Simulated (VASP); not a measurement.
Runs of VASP 6.6.1 on Be2GeN2. The structure is that of space group P-4m2 (No. 115), or close to it. The cells are those of the table. 

```csv
task,cell,k mesh,cutoff (eV),gap on the mesh (eV),pressure (GPa),relaxed volume (Å³/atom),largest force (eV/Å)
relaxation of cell and atoms,"relaxed from a = 3.157, b = 3.157, c = 4.465 Å, 5 atoms",6 × 6 × 4,600,none,0.3,(a),0.02
single point,"a = 3.562, b = 3.562, c = 4.357 Å, 5 atoms",10 × 10 × 10,520,none,0.2,-,0.01
single point,"a = 3.569, b = 3.569, c = 4.345 Å, 5 atoms",6 × 6 × 4,520,none,0.2,-,0.01
single point,"a = 3.157, b = 3.157, c = 4.465 Å, 5 atoms",6 × 6 × 4,520,none,34.2,-,1.51
relaxation of cell and atoms,"relaxed from a = 3.569, b = 3.569, c = 4.345 Å, 5 atoms",10 × 10 × 10,600,none,0.0,11.06,0.01
```

Alike in all rows: level PBE; potentials or basis VASP PAW PBE potentials, release 64 (Be, Ge_d, N); no spin polarisation; smearing gaussian 0.1 eV.

Fill in the values left out.

(a) 11.05.

Caveats: some runs use coarse meshes; the volume moved by over 15 % at a fixed basis, so the end points are rough (some runs); forces of over 1 eV/Å act on the atoms, so gaps and moduli don't describe the material at rest (some runs).

A k mesh can miss the band edges, and the runs leave out spin-orbit coupling on Ge.

A gap of «none» marks levels without a gap at the run's occupations.
